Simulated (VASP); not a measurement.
Here is a VASP 6.6.1 calculation.

File INCAR:

```
PREC = Accurate
ENCUT = 520
EDIFF = 1E-7
ISMEAR = 0
SIGMA = 0.03
LREAL = F
LASPH = T
NELM = 60
ALGO = Normal
ISIF = 2
LWAVE = F
LCHARG = F
GGA = CA
NBANDS = 26
```

File KPOINTS:

```
Automatic mesh
0
Gamma
  10 6 6
```

File POSCAR:

```
Si
1.0
   -3.8019755419      0.0000000000      0.0000000000
    0.0000000000      0.0000000000     -6.2891200223
    0.0000000000     -6.5852148077      0.0000000000
Si
8
Direct
    0.5000000000      0.9369667109      0.1666666667
    1.0000000000      0.9369667109      0.6666666667
    1.0000000000      0.4369667109      0.3333333333
    0.5000000000      0.4369667109      0.8333333333
    0.5000000000      0.5630332891      0.1666666667
    1.0000000000      0.5630332891      0.6666666667
    1.0000000000      0.0630332891      0.3333333333
    0.5000000000      0.0630332891      0.8333333333
```

Potentials or basis: VASP PAW LDA potentials, release 64 (Si).

The run is started by

```bash
$ cat potpaw_LDA.64/Si/POTCAR > POTCAR
$ mpirun -np 1 vasp_std > vasp.out
```

(1) What does it give for the band gap on the k mesh?

(2) Predict the pressure.

## Answers

(1) 0.27 eV.

(2) 0.1 GPa.
